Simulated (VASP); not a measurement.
Wanted: the native input for a VASP 6.6.1 run.

```
Task                   : single point
Functional             : PBEsol
Potentials or basis    : VASP PAW PBE potentials, release 64 (Ti_sv, Al)
Cutoff                 : 520 eV
k mesh                 : 18 × 18 × 10
Occupations            : gaussian, width 0.15 eV
Spin                   : no spin polarisation
Dipole correction      : no
Further INCAR settings : ALGO = Normal; EDIFF = 1e-06; NBANDS = 14
```

The structure of TiAl lies in POSCAR:

```
TiAl
1.0
    2.9425000000      0.0000000000      0.0000000000
   -1.4712500000      2.5482797506      0.0000000000
    0.0000000000      0.0000000000      4.4344000000
Ti Al
1 1
Direct
    0.0000000000      0.0000000000      0.0000000000
    0.3333333333      0.6666666667      0.5000000000
```

The input as run:

INCAR

```
SYSTEM = TiAl
ALGO = Normal
EDIFF = 1E-6
ENCUT = 520
GGA = PS
ISIF = 2
ISMEAR = 0
LASPH = .True.
LCHARG = .True.
LELF = .True.
LREAL = .False.
LVHAR = .True.
LWAVE = .False.
NBANDS = 14
NELM = 100
PREC = Accurate
SIGMA = 0.15
```

KPOINTS

```
k-points
0
Gamma
  18 18 10
  0 0 0
```

Potentials or basis: VASP PAW PBE potentials, release 64 (Ti_sv, Al).

The run is started by

```sh
$ cat potpaw_PBE.64/Ti_sv/POTCAR potpaw_PBE.64/Al/POTCAR > POTCAR
$ mpirun -np 1 vasp_std > vasp.out
```

It gave:

| Item | Value |
| --- | --- |
| Pressure | -1.4 GPa |
| Band gap on the k mesh | zero (an odd number of electrons rules out a gap without spin polarisation) |

Caveat: the stress differs along the axes, from -4 to 4 GPa; the PAW data sets were made with another functional, which shifts forces and pressure a little.

Wall time 37 s on 1 thread of Intel(R) Xeon(R) 6975P-C (Granite Rapids), on a shared host, peak memory 0.24 GiB.
